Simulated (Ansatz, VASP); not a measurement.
# One calculation of KCl, two programs

INCAR

```
  PREC = Accurate
  ENCUT = 520
  EDIFF = 1E-7
  ISMEAR = 0
  SIGMA = 0.05
  LREAL = F
  LASPH = T
  NELM = 100
  ALGO = Normal
  ISIF = 2
  LWAVE = F
  LCHARG = F
  GGA = PE
  NBANDS = 15
```

The input KPOINTS:

```
regular mesh
0
Gamma
  6 6 6
```

The input POSCAR:

```
KCl
1.0
    0.0000000000      3.1561000000      3.1561000000
    3.1561000000      0.0000000000      3.1561000000
    3.1561000000      3.1561000000      0.0000000000
K Cl
1 1
Direct
    0.0297043820      0.0297043820     -0.0297043820
    0.5000000000      0.5000000000      0.5000000000
```

Input for Ansatz:

```yaml
crystal:
  lattice:
    - [0.0, 3.1561, 3.1561]
    - [3.1561, 0.0, 3.1561]
    - [3.1561, 3.1561, 0.0]
  atoms:
    - { symbol: K, position: [0.029704382, 0.029704382, -0.029704382] }
    - { symbol: Cl, position: [0.5, 0.5, 0.5] }
basis:
  ecutwfc: 420
kpoints:
  mp_grid: { grid: [6, 6, 6] }
hamiltonian:
  xc: pbe
scf:
  occupations: { method: gaussian, width: 0.05 }
output:
  forces: true
  stress: true
  eigenvalues: true
```

Change from the starting cell: all K atoms moved +0.188 Å, as atom 1 along Cartesian [0 0 1].

Alike in both runs: task single point; functional PBE; k mesh 6 × 6 × 6; occupations gaussian, width 0.05 eV; no spin polarisation.

```csv
,VASP,Ansatz
version,VASP 6.6.1,Ansatz 0.2.0
potentials or method,"VASP PAW PBE potentials, release 64 (K_sv, Cl), cutoff 520 eV","scalar-relativistic, plane waves, PAW"
valence electrons in the cell,16,16
```

|  | VASP | Ansatz | Ansatz less VASP |
| --- | --- | --- | --- |
| gap on the k mesh at the Fermi level (eV) | 5.16 | 5.17 | +0.002 |
| least direct gap on the mesh (eV) | 5.16 | 5.17 | +0.002 |
| pressure (GPa) | 0.8 | 0.8 | -0.03 |
| traceless stress, the component that is largest in VASP (GPa) | 0.61 | 0.60 | -0.011 |
| rms of the force components (eV/Å) | 0.157 | 0.154 | -0.0028 |

Atom by atom the forces differ by 0.003 eV/Å (rms over components).
